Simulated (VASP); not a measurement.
Wanted: the native input for a VASP 6.6.1 run.

```
Task                   : single point
Functional             : LDA
Potentials or basis    : VASP PAW LDA potentials, release 64 (Sn_d, O)
Cutoff                 : 520 eV
k mesh                 : 6 × 6 × 8
Occupations            : gaussian, width 0.05 eV
Spin                   : no spin polarisation
Dipole correction      : no
Further INCAR settings : ALGO = Normal; EDIFF = 1e-06; NBANDS = 35
```

The structure of SnO2 lies in POSCAR:

```
SnO2
1.0
    4.7207174017      0.0000000000      0.0000000000
    0.0000000000      4.7207174017      0.0000000000
    0.0000000000      0.0000000000      3.1887553105
Sn O
2 4
Direct
    0.0000000000      0.0000000000     -0.0131712834
    0.5000000000      0.5000000000      0.5131712834
    0.2881919057      0.3240211935      0.0076632694
    0.2118080943      0.8240211935      0.4923367306
    0.7118080943      0.6759788065      0.0076632694
    0.7881919057      0.1759788065      0.4923367306
```

This cell differs from its parent crystal: mode 4 frozen in at -0.120 Å and mode 5 at -0.042 Å (largest displacements).

One way to write it, as run:

INCAR

```
PREC     = Accurate       # precision mode
ENCUT    = 520            # plane-wave cutoff, eV
EDIFF    = 1E-6           # SCF threshold, eV
ISMEAR   = 0              # smearing method
SIGMA    = 0.05           # smearing width, eV
LREAL    = F              # projectors in reciprocal space
LASPH    = T              # aspherical terms in the spheres
NELM     = 80             # most SCF steps
ALGO     = Normal         # electronic algorithm
ISIF     = 2              # what is computed and relaxed
LWAVE    = F              # write WAVECAR
LCHARG   = F              # write CHGCAR
NBANDS   = 35             # bands
```

KPOINTS

```
regular mesh
0
Gamma
  6 6 8
```

Potentials or basis: VASP PAW LDA potentials, release 64 (Sn_d, O).

The run is started by

```sh
$ cat potpaw_LDA.64/Sn_d/POTCAR potpaw_LDA.64/O/POTCAR > POTCAR
$ mpirun -np 1 vasp_std > vasp.out
```

Results of the run:

| Item | Value |
| --- | --- |
| Pressure | 0.6 GPa |
| Largest force | 0.402 eV/Å |
| Band gap on the k mesh | 1.30 eV, direct |

Caveat: the cell differs from its parent crystal (mode 4 frozen in at -0.120 Å and mode 5 at -0.042 Å (largest displacements)); spin-orbit coupling is left out, which moves the levels of the heavy elements.

Run time: 88 s on 1 thread of Intel(R) Xeon(R) Platinum 8488C (Sapphire Rapids), on a shared host, peak memory 0.26 GiB.
